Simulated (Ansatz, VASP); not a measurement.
**GaGe: VASP beside Ansatz**

Contents of INCAR:

```
  PREC = Accurate
  ENCUT = 520
  EDIFF = 1E-7
  ISMEAR = 0
  SIGMA = 0.15
  LREAL = F
  LASPH = T
  NELM = 80
  ALGO = Normal
  ISIF = 2
  LWAVE = F
  LCHARG = F
  GGA = PE
  NBANDS = 20
```

File KPOINTS:

```
Automatic mesh
0
Gamma
  14 14 14
```

File POSCAR:

```
GaGe
1.0
    0.0000000000      2.8978440000      2.8109086800
    2.8978440000      0.0000000000      2.8109086800
    2.8978440000      2.8978440000      0.0000000000
Ga Ge
1 1
Direct
    0.7500000000      0.7500000000      0.7500000000
    0.0000000000      0.0000000000      0.0000000000
```

Input for Ansatz:

```yaml
crystal:
  lattice:
    - [0.0, 2.897844, 2.81090868]
    - [2.897844, 0.0, 2.81090868]
    - [2.897844, 2.897844, 0.0]
  atoms:
    - { symbol: Ga, position: [0.75, 0.75, 0.75] }
    - { symbol: Ge, position: [0.0, 0.0, 0.0] }
basis:
  ecutwfc: 420
kpoints:
  mp_grid: { grid: [14, 14, 14] }
hamiltonian:
  xc: pbe
scf:
  occupations: { method: gaussian, width: 0.15 }
output:
  forces: true
  stress: true
  eigenvalues: true
```

Change from the starting cell: strain +0.000 along x and y, -0.030 along z, atoms carried along.

Alike in both runs: task single point; functional PBE; k mesh 14 × 14 × 14; occupations gaussian, width 0.15 eV; no spin polarisation.

|  | VASP | Ansatz |
| --- | --- | --- |
| version | VASP 6.6.1 | Ansatz 0.2.0 |
| potentials or method | VASP PAW PBE potentials, release 64 (Ga_d, Ge_d), cutoff 520 eV | scalar-relativistic, plane waves, PAW |
| valence electrons in the cell | 27 | 27 |

|  | VASP | Ansatz | Ansatz less VASP |
| --- | --- | --- | --- |
| gap on the k mesh at the Fermi level (eV) | none | none | - |
| pressure (GPa) | 1.7 | 1.7 | -0.05 |
| traceless stress, the component that is largest in VASP (GPa) | -0.10 | -0.10 | +0.003 |

A gap of «none» marks a metal or a gap that the smearing closes. The functional is the same, so the differences come from potentials, cutoffs and numerics.
